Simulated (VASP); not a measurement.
Here is a VASP 6.6.1 calculation.

Contents of INCAR:

```
PREC     = Accurate       # precision mode
ENCUT    = 520            # plane-wave cutoff, eV
EDIFF    = 1E-6           # SCF threshold, eV
ISMEAR   = -1             # smearing method
SIGMA    = 0.05           # smearing width, eV
LREAL    = False          # projectors in reciprocal space
LASPH    = True           # aspherical terms in the spheres
NELM     = 100            # most SCF steps
ALGO     = Normal         # electronic algorithm
ISIF     = 2              # what is computed and relaxed
LWAVE    = False          # write WAVECAR
LCHARG   = False          # write CHGCAR
GGA      = CA             # functional
NBANDS   = 14             # bands
```

The input KPOINTS:

```
Automatic mesh
0
Gamma
  21 21 12
```

The input POSCAR:

```
Re
1.0
    2.7378445059      0.0000000000      0.0000000000
   -1.3689222529      2.3710428937      0.0000000000
    0.0000000000      0.0000000000      4.4151473500
Re
2
Direct
    0.3333333333      0.6666666667      0.2500000000
    0.6666666667      0.3333333333      0.7500000000
```

Potentials or basis: VASP PAW LDA potentials, release 64 (Re).

Run with:

```sh
$ cat potpaw_LDA.64/Re/POTCAR > POTCAR
$ mpirun -np 1 vasp_std > vasp.out
```

Task: Predict the band gap on the k mesh.

Result: Zero (bands 7 and 8 overlap by 3.55 eV).

Task: Predict the pressure.

Result: 1.6 GPa.

Stress tensor (GPa, compression positive):
```
1.63 0.00 0.00
0.00 1.63 0.00
0.00 0.00 1.46
```

Caveat: spin-orbit coupling is left out, which moves the levels of the heavy elements.
